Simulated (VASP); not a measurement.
# KMgF3 (Pm-3m) in VASP: single point with HSE06

Aim: the single point of KMgF3 with HSE06.

Program: VASP 6.6.1. These are calculated values, not measurements. Logs are shortened: lines on timing, memory, paths and dates and some standing lists are left out, and cuts for length are marked.

### 1 The cell of the first run

The structure is cubic, space group Pm-3m (No. 221). Conventional cell: a = 4.169 Å, b = 4.169 Å, c = 4.169 Å, α = 90.00°, β = 90.00°, γ = 90.00°. K (site symmetry m-3m) has 12 F at 2.95 Å and 8 Mg at 3.61 Å within 3.9 Å. Within 2.8 Å of Mg (site symmetry m-3m) lie 6 F at 2.08 Å. F (site symmetry 4/mmm) has 2 Mg at 2.08 Å within 2.8 Å.

### 2 Single point, HSE06 (strain +4.7%)

POSCAR reads:

```
KMgF3
1.0
    4.1688987413      0.0000000000      0.0000000000
    0.0000000000      4.1688987413      0.0000000000
    0.0000000000      0.0000000000      4.1688987413
K Mg F
1 1 3
Direct
    0.5000000000      0.5000000000      0.5000000000
    0.0000000000      0.0000000000      0.0000000000
    0.5000000000      0.0000000000      0.0000000000
    0.0000000000      0.5000000000      0.0000000000
    0.0000000000      0.0000000000      0.5000000000
```

INCAR.step1 reads:

```
ALGO = Normal ; EDIFF = 1E-5
ENCUT = 520 ; GGA = PE
GGA_COMPAT = F ; ISIF = 2
ISMEAR = 0 ; LASPH = T
LCHARG = F ; LREAL = F
LWAVE = T ; NBANDS = 24
NELM = 120 ; PREC = Accurate
SIGMA = 0.01
```

INCAR.step2 reads:

```
ALGO = Normal ; EDIFF = 1E-6
ENCUT = 520 ; GGA = PE
GGA_COMPAT = F ; HFSCREEN = 0.2079
ISIF = 2 ; ISMEAR = 0
ISTART = 1 ; LASPH = T
LCHARG = F ; LHFCALC = T
LREAL = F ; LWAVE = F
NBANDS = 24 ; NELM = 120
PREC = Accurate ; PRECFOCK = Normal
SIGMA = 0.01
```

KPOINTS reads:

```
k-points
0
Gamma
  4 4 4
```

Potentials or basis: VASP PAW PBE potentials, release 64 (K_sv, Mg, F).

The run is started by

```console
> cat potpaw_PBE.64/K_sv/POTCAR potpaw_PBE.64/Mg/POTCAR potpaw_PBE.64/F/POTCAR > POTCAR
> cp INCAR.step1 INCAR
> mpirun -np 1 vasp_std > vasp.out
> cp INCAR.step2 INCAR
> mpirun -np 1 vasp_std > vasp.out
```

OUTCAR:

```text
EDIFF = 1E-6
   ENCUT = 520
   GGA = PE
   HFSCREEN = 0.2079
   ISIF = 2
   ISMEAR = 0
   ISTART = 1
   LASPH = T
   LHFCALC = T
   LREAL = F
   NELM = 120
   PREC = Accurate
   PRECFOCK = Normal

 ion  position               nearest neighbor table
   1  0.500  0.500  0.500-   2 3.61   2 3.61   2 3.61   2 3.61   2 3.61   2 3.61   2 3.61   2 3.61

   2  0.000  0.000  0.000-   3 2.08   4 2.08   5 2.08   5 2.08   4 2.08   3 2.08   1 3.61   1 3.61
                             1 3.61   1 3.61   1 3.61   1 3.61   1 3.61   1 3.61
   3  0.500  0.000  0.000-   2 2.08   2 2.08
   4  0.000  0.500  0.000-   2 2.08   2 2.08
   5  0.000  0.000  0.500-   2 2.08   2 2.08

  LATTYP: Found a simple cubic cell.
 ALAT       =     4.1688987413

  Lattice vectors:

 A1 = (   4.1688987413,   0.0000000000,   0.0000000000)
 A2 = (   0.0000000000,   4.1688987413,   0.0000000000)
 A3 = (   0.0000000000,   0.0000000000,   4.1688987413)

Analysis of symmetry for initial positions (statically):
=====================================================================
 Subroutine PRICEL returns:
 Original cell was already a primitive cell.

 Routine SETGRP: Setting up the symmetry group for a
 simple cubic supercell.

 Subroutine GETGRP returns: Found 48 space group operations
 (whereof 48 operations were pure point group operations)
 out of a pool of 48 trial point group operations.

The static configuration has the point symmetry O_h .

Analysis of symmetry for dynamics (positions and initial velocities):
=====================================================================
 Subroutine PRICEL returns:
 Original cell was already a primitive cell.

 Routine SETGRP: Setting up the symmetry group for a
 simple cubic supercell.

 Subroutine GETGRP returns: Found 48 space group operations
 (whereof 48 operations were pure point group operations)
 out of a pool of 48 trial point group operations.

The dynamic configuration has the point symmetry O_h .

 Subroutine INISYM returns: Found 48 space group operations
 (whereof 48 operations are pure point group operations),
 and found     1 'primitive' translations

----------------------------------------------------------------------------------------

                                     Primitive cell

  volume of cell :      72.4543

  direct lattice vectors                    reciprocal lattice vectors
     4.168898741  0.000000000  0.000000000     0.239871501  0.000000000  0.000000000
     0.000000000  4.168898741  0.000000000     0.000000000  0.239871501  0.000000000
     0.000000000  0.000000000  4.168898741     0.000000000  0.000000000  0.239871501

  length of vectors
     4.168898741  4.168898741  4.168898741     0.239871501  0.239871501  0.239871501

  position of ions in fractional coordinates (direct lattice)
     0.500000000  0.500000000  0.500000000
     0.000000000  0.000000000  0.000000000
     0.500000000  0.000000000  0.000000000
     0.000000000  0.500000000  0.000000000
     0.000000000  0.000000000  0.500000000

  ion indices of the primitive-cell ions
   primitive index   ion index
                 1           1
                 2           2
                 3           3
                 4           4
                 5           5

----------------------------------------------------------------------------------------

 KPOINTS: k-points

Automatic generation of k-mesh.
 Grid dimensions read from file:
 generate k-points for:    4    4    4

 Generating k-lattice:

  Cartesian coordinates                     Fractional coordinates (reciprocal lattice)
     0.059967875  0.000000000  0.000000000     0.250000000  0.000000000  0.000000000
     0.000000000  0.059967875  0.000000000     0.000000000  0.250000000  0.000000000
     0.000000000  0.000000000  0.059967875     0.000000000  0.000000000  0.250000000

  Length of vectors
     0.059967875  0.059967875  0.059967875

  Shift w.r.t. Gamma in fractional coordinates (k-lattice)
     0.000000000  0.000000000  0.000000000

 Subroutine IBZKPT returns following result:
 ===========================================

 Found     10 irreducible k-points:

 Following reciprocal coordinates:
            Coordinates               Weight
  0.000000  0.000000  0.000000      1.000000
  0.250000  0.000000  0.000000      6.000000
  0.500000  0.000000  0.000000      3.000000
  0.250000  0.250000  0.000000     12.000000
  0.500000  0.250000  0.000000     12.000000
  0.500000  0.500000  0.000000      3.000000
  0.250000  0.250000  0.250000      8.000000
  0.500000  0.250000  0.250000     12.000000
  0.500000  0.500000  0.250000      6.000000
  0.500000  0.500000  0.500000      1.000000
   k-points           NKPTS =     10   k-points in BZ     NKDIM =     64   number of bands    NBANDS=     24
   number of dos      NEDOS =    301   number of ions     NIONS =      5
   total plane-waves  NPLWV =  32768
   dimension x,y,z NGX =    32 NGY =   32 NGZ =   32
   dimension x,y,z NGXF=    64 NGYF=   64 NGZF=   64
   ions per type =               1   1   3
   NGX,Y,Z   is equivalent  to a cutoff of  12.76, 12.76, 12.76 a.u.
   NGXF,Y,Z  is equivalent  to a cutoff of  25.52, 25.52, 25.52 a.u.
 SYSTEM =  unknown system
   PREC   = accura    normal or accurate (medium, high low for compatibility)
   ISTART =      1    job   : 0-new  1-cont  2-samecut
   ICHARG =      0    charge: 1-file 2-atom 10-const
   ISPIN  =      1    spin polarized calculation?
   LNONCOLLINEAR =      F non collinear calculations
   LSORBIT =      F    spin-orbit coupling
   LASPH  =      T    aspherical Exc in radial PAW
   ENCUT  =  520.0 eV  38.22 Ry    6.18 a.u.   7.75  7.75  7.75*2*pi/ulx,y,z
   NELM   =    120;   NELMIN=  2; NELMDL=  0     # of ELM steps
   EDIFF  = 0.1E-05   stopping-criterion for ELM
   LREAL  =      F    real-space projection
   EDIFFG = 0.1E-04   stopping-criterion for IOM
   NSW    =      0    number of steps for IOM
   IBRION =     -1    ionic relax: 0-MD 1-quasi-New 2-CG
   NFREE  =      0    steps in history (QN), initial steepest desc. (CG)
   ISIF   =      2    stress and relaxation
   ISYM   =      3    0-nonsym 1-usesym 2-fastsym
   POTIM  = 0.5000    time-step for ionic-motion
   TEBEG  =    0.0;   TEEND  =   0.0 temperature during run
   PSTRESS=    0.0 pullay stress
   NELECT =      32.0000    total number of electrons
   NUPDOWN=      -1.0000    fix difference up-down
   EMIN   =  10.00;   EMAX   =-10.00  energy-range for DOS
   EFERMI =   0.00;   METHOD = LEGACY
   ISMEAR =     0;   SIGMA  =   0.01  broadening in eV -4-tet -1-fermi 0-gaus
   EFERMI_NEDOS =   21; number of points for ismear=-14 and -15
   IALGO  =     38    algorithm
   IMIX   =      1    mixing-type and parameters
     AMIX     =   0.40;   BMIX     =  1.00
     AMIX_MAG =   1.60;   BMIX_MAG =  1.00
  volume/ion in A,a.u.               =      14.49        97.79
  Fermi-wavevector in a.u.,A,eV,Ry     =   1.246723  2.355966 21.147800  1.554319
  Thomas-Fermi vector in A             =   2.380888
   LORBIT       =      0    0 simple, 1 ext, 2 COOP (PROOUT), +10 PAW based schemes
   GGA     = PE    functional components
   LHFCALC =     T    Hartree Fock is set to
   PRECFOCK=normal    Normal, Fast or Accurate (Low or Medium for compatibility)
   ENCUT4O =  -1.0   cutoff for four orbital integrals eV
   NKREDX  =     1    reduce k-point grid by
   NKREDY  =     1    reduce k-point grid by
   NKREDZ  =     1    reduce k-point grid by
   AEXX    =    0.2500 exact exchange contribution
   HFSCREEN=    0.2079 screening length (either q_TF or 0.3 A-1)
   HFSCREENC=   0.2079 screening length for correlation (either q_TF or 0.3 A-1)
   ENCUTFOCK=  -1.0 apply spherical cutoff to Coloumb kernel
   IVDW    =     0    specifies the selected vdW correction
   LEPSILON=     F    determine dielectric tensor
   LRPA    =     F    only Hartree local field effects (RPA)
 non-spin polarized calculation
 Gauss-broadening in eV      SIGMA  =   0.01
  energy-cutoff  :      520.00
  volume of cell :       72.45
 maximum number of plane-waves:      1972
 NGX is ok and might be reduce to    32
  NGX = 24; NGY = 24; NGZ = 24

 number of electron      31.9999992 magnetization

 Free energy of the ion-electron system (eV)
  ---------------------------------------------------
  ext. energy  EPLUGINS =         0.00000000
  ---------------------------------------------------
  free energy    TOTEN  =       -29.35585961 eV

  energy without entropy =      -29.35585961  energy(sigma->0) =      -29.35585961

 E-fermi :  -3.7893     XC(G=0):  -7.4411

 val. band max:       -3.9015754502   @ k =   0.5000   0.5000   0.5000
 cond. band min:       4.6243660248   @ k =   0.0000   0.0000   0.0000
 fundamental gap:      8.5259414750
 Fermi energy:        -3.7892729583

 k-point     1 :       0.0000    0.0000    0.0000
  band No.  band energies     occupation
      1     -31.2913      2.00000
      2     -25.2435      2.00000
      3     -24.7374      2.00000
      4     -24.7374      2.00000
      5     -13.4183      2.00000
      6     -13.4183      2.00000
[... 16 lines left out ...]
     23      10.9391      0.00000
     24      13.9981      0.00000

 k-point     2 :       0.2500    0.0000    0.0000
  band No.  band energies     occupation
      1     -31.2844      2.00000
      2     -25.1870      2.00000
      3     -24.7974      2.00000
      4     -24.7353      2.00000
      5     -13.4194      2.00000
      6     -13.4012      2.00000
[... 16 lines left out ...]
     23      11.0284      0.00000
     24      13.7863      0.00000

 k-point     3 :       0.5000    0.0000    0.0000
  band No.  band energies     occupation
      1     -31.2774      2.00000
      2     -25.1045      2.00000
      3     -24.8827      2.00000
      4     -24.7328      2.00000
      5     -13.4204      2.00000
      6     -13.3839      2.00000
[... 16 lines left out ...]
     23      12.2893      0.00000
     24      12.6248      0.00000
[... 136 lines left out ...]
 k-point     9 :       0.5000    0.5000    0.2500
  band No.  band energies     occupation
      1     -31.2632      2.00000
      2     -24.8965      2.00000
      3     -24.8859      2.00000
      4     -24.8859      2.00000
      5     -13.5046      2.00000
      6     -13.5046      2.00000
[... 16 lines left out ...]
     23      11.7713      0.00000
     24      12.3423      0.00000

 k-point    10 :       0.5000    0.5000    0.5000
  band No.  band energies     occupation
      1     -31.2595      2.00000
      2     -24.8798      2.00000
      3     -24.8798      2.00000
      4     -24.8798      2.00000
      5     -13.5360      2.00000
      6     -13.5360      2.00000
[... 16 lines left out ...]
     23      12.3316      0.00000
     24      12.3316      0.00000

------------------------ aborting loop because EDIFF is reached ----------------------------------------

  FORCE on cell =-STRESS in cart. coord.  units (eV):
  Direction    XX          YY          ZZ          XY          YZ          ZX
  --------------------------------------------------------------------------------------
  -------------------------------------------------------------------------------------
  Total       -3.1463537     -3.1463537     -3.1463537      0.0000000     -0.0000000      0.0000000
  in kB      -69.5751394    -69.5751394    -69.5751394      0.0000000     -0.0000000      0.0000000
  external PRESSURE =     -69.5751394 kB  Pullay stress =       0.0000000 kB

 VOLUME and BASIS-vectors are now :
 -----------------------------------------------------------------------------
  energy-cutoff  :      520.00
  volume of cell :       72.45
      direct lattice vectors                 reciprocal lattice vectors
     4.168898741  0.000000000  0.000000000     0.239871501  0.000000000  0.000000000
     0.000000000  4.168898741  0.000000000     0.000000000  0.239871501  0.000000000
     0.000000000  0.000000000  4.168898741     0.000000000  0.000000000  0.239871501

 POSITION                                       TOTAL-FORCE (eV/Angst)
 -----------------------------------------------------------------------------------
      2.08445      2.08445      2.08445         0.000000      0.000000      0.000000
      0.00000      0.00000      0.00000         0.000000      0.000000      0.000000
      2.08445      0.00000      0.00000         0.000000      0.000000      0.000000
      0.00000      2.08445      0.00000         0.000000      0.000000      0.000000
      0.00000      0.00000      2.08445         0.000000      0.000000      0.000000
 -----------------------------------------------------------------------------------
    total drift:                                0.000000      0.000000      0.000000

  FREE ENERGIE OF THE ION-ELECTRON SYSTEM (eV)
  ---------------------------------------------------
  free  energy   TOTEN  =       -29.3558596093 eV

  energy  without entropy=      -29.3558596093  energy(sigma->0) =      -29.35585961
```

Wall time 19 min (1 thread of Intel Xeon Platinum 8488C (Sapphire Rapids), shared host); peak memory 0.31 GiB.

What came out:

```yaml
Free_energy: -29.3559 eV
Pressure: -7.0 GPa
Band_gap_on_the_k_mesh: 8.53 eV (least direct gap 8.82 eV)
```

Levels at points of the mesh, in eV from the valence-band top:
```tsv
k point	band 14	band 15	band 16	band 17	band 18	band 19
(0.00, 0.00, 0.00)	-0.29	-0.29	-0.29	8.53	12.15	12.15
(0.50, 0.00, 0.00)	-0.71	-0.45	-0.45	11.43	11.50	13.10
(0.50, 0.50, 0.00)	-0.80	-0.80	-0.01	12.47	13.33	13.72
(0.50, 0.50, 0.50)	0.00	0.00	0.00	12.24	12.24	12.24
```

Caveat: the cell differs from its parent crystal (strain +4.7%); the cell stands under tension; the PAW data sets were made with another functional, which shifts forces and pressure a little. A k mesh can miss the band edges.
